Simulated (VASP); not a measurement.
Runs of VASP 6.6.1 on InSb3. The structure is that of space group Pm-3m (No. 221), or close to it. The cells are those of the table. 

```tsv
task	level	potentials or basis	cell	k mesh	cutoff (eV)	gap on the mesh (eV)	pressure (GPa)
single point	LDA	VASP PAW LDA potentials, release 64 (In_d, Sb)	a = 5.018 Å, 4 atoms	10 × 10 × 10	500	none	-7.9
single point	PBEsol	VASP PAW PBE potentials, release 64 (In_d, Sb)	a = 4.728 Å, 4 atoms	10 × 10 × 10	520	none	0.0
single point	PBEsol	VASP PAW PBE potentials, release 64 (In_d, Sb)	a = 4.890 Å, 4 atoms	10 × 10 × 10	500	none	-4.8
relaxation of cell and atoms	PBEsol	VASP PAW PBE potentials, release 64 (In_d, Sb)	relaxed from a = 4.806 Å, 4 atoms	10 × 10 × 10	600	none	0.0
single point	PBEsol	VASP PAW PBE potentials, release 64 (In_d, Sb)	a = 4.806 Å, 4 atoms	4 × 4 × 4	520	none	(a)
```

Alike in all rows: no spin polarisation; smearing gaussian 0.1 eV.

Estimate the missing entries.

(a) -2.4.

Caveats: spin-orbit coupling is left out, which moves the levels of the heavy elements; the PAW data sets were made with another functional, which shifts forces and pressure a little (at least some runs); the cell stands under tension (at least some runs).

A k mesh can miss the band edges, and the runs leave out spin-orbit coupling on In, Sb.

A gap of «none» marks levels without a gap at the run's occupations.
